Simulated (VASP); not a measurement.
Set up this calculation in VASP 6.6.1, as the native input.

```
Task                   : single point
Functional             : LDA
Potentials or basis    : VASP PAW LDA potentials, release 64 (As)
Cutoff                 : 520 eV
k mesh                 : 9 × 9 × 1
Occupations            : gaussian, width 0.02 eV
Spin                   : no spin polarisation
Dipole correction      : yes
Further INCAR settings : ALGO = Normal; EDIFF = 1e-07; NBANDS = 12
```

The structure of As lies in POSCAR:

```
As
1.0
    3.3500000000      0.0000000000      0.0000000000
   -1.6750000000      2.9011851027      0.0000000000
    0.0000000000      0.0000000000     28.0000000000
As
2
Direct
    0.3333333333      0.6666666667      0.5211428571
    0.6666666667      0.3333333333      0.4788571429
```

These files were run (other wordings do the same):

INCAR

```
ALGO = Normal ; DIPOL = 0.5 0.5 0.500
EDIFF = 1E-7 ; ENCUT = 520
GGA = CA ; IDIPOL = 3
ISIF = 2 ; ISMEAR = 0
LASPH = True ; LCHARG = True
LDIPOL = True ; LELF = True
LREAL = False ; LVACPOTAV = True
LVHAR = True ; LWAVE = False
NBANDS = 12 ; NELM = 60
PREC = Accurate ; SIGMA = 0.02
```

KPOINTS

```
k-points
0
Gamma
  9 9 1
```

Potentials or basis: VASP PAW LDA potentials, release 64 (As).

Launch:

```console
$ cat potpaw_LDA.64/As/POTCAR > POTCAR
$ mpirun -np 1 vasp_std > vasp.out
```

It gave:

The largest force is 4.516 eV/Å and the band gap on the k mesh is 1.60 eV, indirect (least direct gap 1.95 eV). The ionisation potential of the upper face is 5.99 eV.

Wall time 62 s on 1 thread of Intel(R) Xeon(R) Platinum 8488C (Sapphire Rapids), with other jobs on the host, peak memory 0.3 GiB.
